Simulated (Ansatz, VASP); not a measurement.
One calculation of MgS, two programs

```
Mg S
1.0
     0.00000    2.54962    2.60165
     2.54962    0.00000    2.60165
     2.54962    2.54962    0.00000
Mg S
1 1
Direct
  0.00000 0.00000 0.00000
  0.50000 0.50000 0.50000
```

Change from the starting cell: equal xx and yy strain of -2 %.

Alike in both runs: task single point; functional PBEsol; k mesh 10 × 10 × 10; occupations fermi-dirac, width 0.03 eV; no spin polarisation.

|  | VASP | Ansatz |
| --- | --- | --- |
| version | VASP 6.6.1 | Ansatz 0.2.0 |
| potentials or method | VASP PAW PBE potentials, release 64 (Mg, S), cutoff 520 eV | all-electron LAPW, scalar-relativistic |

|  | VASP | Ansatz | Ansatz less VASP |
| --- | --- | --- | --- |
| gap on the k mesh at the Fermi level (eV) | 2.70 | 2.69 | -0.003 |
| pressure (GPa) | 2.2 | 2.4 | +0.17 |
| traceless stress, the component that is largest in VASP (GPa) | -1.69 | -1.70 | -0.001 |

VASP's potentials were made for PBE, not for PBEsol. Ansatz ran all-electron here, and VASP with PAW potentials.
